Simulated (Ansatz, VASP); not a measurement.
## TiSi2: VASP beside Ansatz

```
Ti Si
1.0
     0.00000    4.06426    4.23062
     2.36748    0.00000    4.23062
     2.36748    4.06426    0.00000
Ti Si
2 4
Cartesian
  3.5512 6.0964 6.3459
  2.3675 4.0643 4.2306
  1.1837 0.7033 2.1153
  1.1837 3.3610 2.1153
  2.3675 1.3288 4.2306
  2.3675 6.7997 4.2306
```

Alike in both runs: functional PBE; dispersion D3(BJ); k mesh 10 × 10 × 10; occupations gaussian, width 0.1 eV; no spin polarisation.

Ansatz relaxed the structure, and its values are those at the end. VASP's run is a single point on that final structure, the one shown.

|  | VASP | Ansatz |
| --- | --- | --- |
| version | VASP 6.6.1 | Ansatz 0.2.0 |
| potentials or method | VASP PAW PBE potentials, release 64 (Ti_sv, Si), cutoff 520 eV | scalar-relativistic, plane waves, PAW |
| valence electrons in the cell | 40 | 40 |

```csv
,VASP,Ansatz,Ansatz less VASP
gap on the k mesh at the Fermi level (eV),none,none,-
pressure (GPa),0.0,0.0,+0.02
```

A gap of «none» marks a metal or a gap that the smearing closes.
